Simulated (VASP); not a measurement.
P: single point with r2SCAN

P:

```xyz
2
Lattice="1.7484 1.0095 3.1709 -1.7484 1.0095 3.1709 0.0000 -2.0189 3.1709" Properties=species:S:1:pos:R:3 pbc="T T T"
P     0.0000    0.0000    7.3525
P     0.0000    0.0000    2.1601
```

```
Program                : VASP 6.6.1
Task                   : single point
Functional             : r2SCAN
Potentials or basis    : VASP PAW PBE potentials, release 64 (P)
Cutoff                 : 520 eV
k mesh                 : 9 × 9 × 9
Occupations            : fermi-dirac, width 0.05 eV
Spin                   : no spin polarisation
Dipole correction      : no
Further INCAR settings : ALGO = Normal; EDIFF = 1e-06; NBANDS = 12
```

- Pressure: -3.3 GPa
- Largest force: 0.319 eV/Å
- Band gap on the k mesh: zero (band 5 reaches 9.10 eV, above the bottom of band 6 at 8.44 eV)

Forces in eV/Å, atoms in the order of the input:
```
P    0.000  0.000  0.319
P    0.000  0.000 -0.319
```

Stress tensor (GPa, compression positive):
```
-3.50  0.00  0.00
 0.00 -3.50  0.00
 0.00  0.00 -2.79
```

Levels at points of the mesh, in eV from the Fermi level:
```csv
k point,band 1,band 2,band 3,band 4,band 5,band 6,band 7,band 8,band 9,band 10
"(0.00, 0.00, 0.00)",-17.11,-4.04,-3.41,-3.21,-3.21,1.36,2.65,2.65,6.06,6.06
```

It took 75 s on 1 thread of Intel(R) Xeon(R) Platinum 8488C (Sapphire Rapids) (shared host), peak memory 0.16 GiB.

Caveat: the PAW data sets were made with another functional, which shifts forces and pressure a little.
